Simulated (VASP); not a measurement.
Wanted: the native input for a VASP 6.6.1 run.

```yaml
Task: single point
Functional: PBE
Potentials_or_basis: VASP PAW PBE potentials, release 64 (Si, Ge_d, N)
Cutoff: 520 eV
k_mesh: 4 × 8 × 4
Occupations: fermi-dirac, width 0.02 eV
Spin: no spin polarisation
Dipole_correction: no
Further_INCAR_settings: ALGO = Normal; EDIFF = 1e-06; NBANDS = 50
```

The structure of Si5GeN8 lies in POSCAR:

```
Si5GeN8
1.0
    7.7211442545      0.0000000000     -0.0074013710
    0.0000000000      2.9562013741      0.0000000000
   -3.8669819026      0.0000000000      6.7256865651
Si Ge N
5 1 8
Direct
    0.5945645654      0.5000000000      0.8256930290
    0.8273701665      0.0000000000      0.2306585149
    0.7709128088      0.0000000000      0.5959372191
    0.2303137408      0.5000000000      0.4106400505
    0.1714439140      0.5000000000      0.7618333533
    0.4039574100      0.0000000000      0.1735300092
    0.3344866264      0.5000000000      0.6681918346
    0.6769432321      0.0000000000      0.3395757848
    0.7031890811      0.5000000000      0.6723203192
    0.6701859688      0.0000000000      0.9698025066
    0.0302514056      0.0000000000      0.6957197063
    0.9693119897      0.5000000000      0.2973612944
    0.2984251851      0.0000000000      0.3411788467
    0.3186439056      0.5000000000      0.0175575315
```

These files were run (other wordings do the same):

INCAR

```
PREC = Accurate
ENCUT = 520
EDIFF = 1E-6
ISMEAR = -1
SIGMA = 0.02
LREAL = F
LASPH = T
NELM = 60
ALGO = Normal
ISIF = 2
LWAVE = F
LCHARG = T
GGA = PE
LELF = T
LVHAR = T
NBANDS = 50
```

KPOINTS

```
Automatic mesh
0
Gamma
  4 8 4
```

Potentials or basis: VASP PAW PBE potentials, release 64 (Si, Ge_d, N).

Command:

```sh
$ cat potpaw_PBE.64/Si/POTCAR potpaw_PBE.64/Ge_d/POTCAR potpaw_PBE.64/N/POTCAR > POTCAR
$ mpirun -np 1 vasp_std > vasp.out
```

It gave:

```yaml
Pressure: -0.3 GPa
Largest_force: 0.041 eV/Å
Band_gap_on_the_k_mesh: 3.93 eV (least direct gap 4.06 eV)
```

Run time: 11 min on 1 thread of AMD EPYC 7R43 64-Core Processor (Zen 3), with other jobs on the host, peak memory 0.42 GiB.
